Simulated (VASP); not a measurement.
# WS2: single point with PBE

Slab: WS2, a slab with vacuum.

```
CELL_PARAMETERS angstrom
3.18855 0.00000 0.00000
-1.59427 2.76136 0.00000
0.00000 0.00000 16.95077
ATOMIC_POSITIONS crystal
W 0.00000 0.00000 0.00000
S 0.33333 0.66667 0.09267
S 0.33333 0.66667 0.90733
```

| Property | Result |
| --- | --- |
| Program | VASP 6.6.1 |
| Task | single point |
| Functional | PBE |
| Potentials or basis | VASP PAW PBE potentials, release 64 (W_sv, S) |
| Cutoff | 520 eV |
| k mesh | 10 × 10 × 2 |
| Occupations | fermi-dirac, width 0.05 eV |
| Spin | no spin polarisation |

The band gap on the k mesh is 2.05 eV, indirect (least direct gap 2.15 eV).

Levels at points of the mesh, in eV from the valence-band top:
```tsv
k point	band 11	band 12	band 13	band 14	band 15	band 16
(0.00, 0.00, 0.00)	-1.58	-1.58	0.00	2.91	2.91	3.06
(0.50, 0.00, 0.00)	-2.09	-1.24	-0.88	2.87	3.32	4.08
(0.00, 0.00, 0.50)	-1.58	-1.58	0.00	2.91	2.91	3.06
(0.50, 0.00, 0.50)	-2.09	-1.24	-0.88	2.87	3.32	4.08
```

It took 87 s on 1 thread of AMD EPYC 7R13 Processor (Zen 3) (shared host), peak memory 0.25 GiB.

Caveat: spin-orbit coupling is left out, which moves the levels of the heavy elements.
